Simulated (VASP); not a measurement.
Input of a VASP 6.6.1 run:

Contents of INCAR:

```
PREC = Accurate
ENCUT = 520
EDIFF = 1E-8
ISMEAR = -1
SIGMA = 0.05
LREAL = F
LASPH = T
NELM = 100
ALGO = Normal
ISIF = 2
LWAVE = F
LCHARG = F
GGA = PS
LEFG = T
NBANDS = 15
```

The input KPOINTS:

```
regular mesh
0
Gamma
  15 15 15
```

Contents of POSCAR:

```
ZrC
1.0
    0.0000000000      2.4207163000      2.3502100000
    2.4207163000      0.0000000000      2.3502100000
    2.4207163000      2.4207163000      0.0000000000
Zr C
1 1
Direct
    0.5000000000      0.5000000000      0.5000000000
    0.0000000000      0.0000000000      0.0000000000
```

Potentials or basis: VASP PAW PBE potentials, release 64 (Zr_sv, C).

Run with:

```bash
$ cat potpaw_PBE.64/Zr_sv/POTCAR potpaw_PBE.64/C/POTCAR > POTCAR
$ mpirun -np 1 vasp_std > vasp.out
```

Task: What does it give for the pressure?

Result: -15.3 GPa.

Task: Estimate the band gap on the k mesh.

Result: Zero (band 8 reaches 9.78 eV, above the bottom of band 9 at 8.30 eV).

Stress tensor (GPa, compression positive):
```
-18.10   0.00   0.00
  0.00 -18.10   0.00
  0.00   0.00  -9.74
```

Caveat: the cell differs from its parent crystal (equal xx and yy strain of +3 %); without QUAD_EFG the Cq values of the log hold for a quadrupole moment of 1 mb, not for the nuclei; the PAW data sets were made with another functional, which shifts forces and pressure a little.
